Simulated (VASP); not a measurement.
A run of VASP 6.6.1:

Contents of INCAR:

```
ALGO = Normal
EDIFF = 1E-6
ENCUT = 520
GGA = PE
ISIF = 2
ISMEAR = -1
LASPH = True
LCHARG = False
LREAL = False
LWAVE = False
NBANDS = 14
NELM = 100
PREC = Accurate
SIGMA = 0.02
```

KPOINTS

```
k-points
0
Gamma
  8 8 8
```

Contents of POSCAR:

```
NaCl
1.0
    0.0000000000      3.0872727775      3.0872727775
    3.2110724159      0.0000000000      3.0872727775
    3.2110724159      3.0872727775      0.0000000000
Na Cl
1 1
Direct
    0.0000000000      0.0000000000      0.0000000000
    0.2500000000      0.2500000000      0.2500000000
```

Potentials or basis: VASP PAW PBE potentials, release 64 (Na_pv, Cl).

Run with:

```sh
$ cat potpaw_PBE.64/Na_pv/POTCAR potpaw_PBE.64/Cl/POTCAR > POTCAR
$ mpirun -np 1 vasp_std > vasp.out
```

Hardware: 1 thread of Intel(R) Xeon(R) Platinum 8259CL CPU @ 2.50GHz (Skylake/Cascade Lake), on a shared host.

How long does it take, and how much memory?

Wall time 80 s on 1 thread of Intel(R) Xeon(R) Platinum 8259CL CPU @ 2.50GHz (Skylake/Cascade Lake) (shared host), peak memory 0.2 GiB. Counts: scf iterations 14, k points 59.
